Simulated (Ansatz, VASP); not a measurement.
# Two plane-wave programs on Ti

Contents of POSCAR:

```
Ti
1.0
    3.0078578261      0.0000000000      0.0000000000
   -1.5039289131      2.6048812885      0.0000000000
    0.0000000000      0.0000000000      4.7717880089
Ti
2
Direct
    0.6666666667      0.3333333333      0.7500000000
    0.3333333333      0.6666666667      0.2500000000
```

File INCAR.step1:

```
SYSTEM = Ti
PREC = Accurate
ENCUT = 520
EDIFF = 1E-5
ISMEAR = -1
SIGMA = 0.05
LREAL = .False.
LASPH = .True.
NELM = 80
ALGO = Normal
ISIF = 2
LWAVE = .True.
LCHARG = .False.
NBANDS = 19
GGA = PE
```

Contents of INCAR.step2:

```
SYSTEM = Ti
PREC = Accurate
ENCUT = 520
EDIFF = 1E-6
ISMEAR = -1
SIGMA = 0.05
LREAL = .False.
LASPH = .True.
NELM = 80
ALGO = Normal
ISIF = 2
LWAVE = .False.
LCHARG = .False.
GGA = PE
LHFCALC = .True.
HFSCREEN = 0.2079
PRECFOCK = Normal
NBANDS = 19
ISTART = 1
```

File KPOINTS:

```
regular mesh
0
Gamma
  6 6 4
  0 0 0
```

The input input:

```
crystal:
  lattice:
    - [3.0078578261, 0.0, 0.0]
    - [-1.5039289131, 2.6048812885, 0.0]
    - [0.0, 0.0, 4.7717880089]
  atoms:
    - { symbol: Ti, position: [0.6666666667, 0.3333333333, 0.75] }
    - { symbol: Ti, position: [0.3333333333, 0.6666666667, 0.25] }
hamiltonian:
  xc: hse06
  pseudopotentials: { kind: paw }
kpoints:
  mp_grid: { grid: [6, 6, 4] }
scf:
  occupations: { method: fermi_dirac, width: 0.05 }
output:
  forces: true
  stress: true
  eigenvalues: true
```

Alike in both runs: task single point; functional HSE06; k mesh 6 × 6 × 4; occupations fermi-dirac, width 0.05 eV; no spin polarisation.

|  | VASP | Ansatz |
| --- | --- | --- |
| version | VASP 6.6.1 | Ansatz 0.2.0 |
| potentials or method | VASP PAW PBE potentials, release 64 (Ti_sv) | Ansatz PAW |
| plane-wave cutoff (eV) | 520 | 420 |
| valence electrons in the cell | 24 | 24 |

Ansatz gave:

| Item | Value |
| --- | --- |
| gap on the k mesh at the Fermi level (eV) | none |
| pressure (GPa) | -9.0 |
| traceless stress, the component that is largest in VASP (GPa) | 0.67 |

**Question.** Which values does VASP return?

**Answer.** gap on the k mesh at the Fermi level (eV): none; pressure (GPa): -9.4; traceless stress, the component that is largest in VASP (GPa): 0.67.

A gap of «none» marks a metal or a gap that the smearing closes. With one functional, cell and mesh, what is left measures potentials, basis and numerics.

The k mesh is coarse, so the values compare programs but aren't converged.
